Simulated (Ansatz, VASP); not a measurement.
**CdHg2S3: VASP beside Ansatz**

```
Cd Hg S
1.0
     4.12148    0.00000    0.00000
    -2.06074    3.56931    0.00000
     0.00000    0.00000   20.24301
Cd Hg S
2 4 6
Direct
  0.66667 0.33333 0.83337
  0.33333 0.66667 0.33337
  0.66667 0.33333 0.16671
  0.66667 0.33333 0.50004
  0.33333 0.66667 0.00004
  0.33333 0.66667 0.66671
  0.66667 0.33333 0.29163
  0.66667 0.33333 0.62496
  0.66667 0.33333 0.95829
  0.33333 0.66667 0.12496
  0.33333 0.66667 0.45829
  0.33333 0.66667 0.79163
```

Alike in both runs: task relaxation of cell and atoms; functional PBE; k mesh 6 × 6 × 1; occupations gaussian, width 0.1 eV; no spin polarisation.

|  | VASP | Ansatz |
| --- | --- | --- |
| version | VASP 6.6.1 | Ansatz 0.2.0 |
| potentials or method | VASP PAW PBE potentials, release 64 (Cd, Hg, S), cutoff 600 eV | scalar-relativistic, plane waves, PAW |
| valence electrons in the cell | 108 | 156 |

|  | VASP | Ansatz | Ansatz less VASP |
| --- | --- | --- | --- |
| gap on the k mesh at the Fermi level, each at its own relaxed structure (eV) | none | none | - |
| relaxed volume (Å³/atom) | 26.73 | 26.65 | -0.083 |
| relaxed cell length with the largest relative difference (Å) | 20.707 | 20.670 | -0.0365 |

A gap of «none» marks a metal or a gap that the smearing closes. VASP's potentials hold 108 valence electrons a cell and Ansatz's 156, so a difference there can come from the potentials and not from the codes.

Spin-orbit coupling is off throughout.
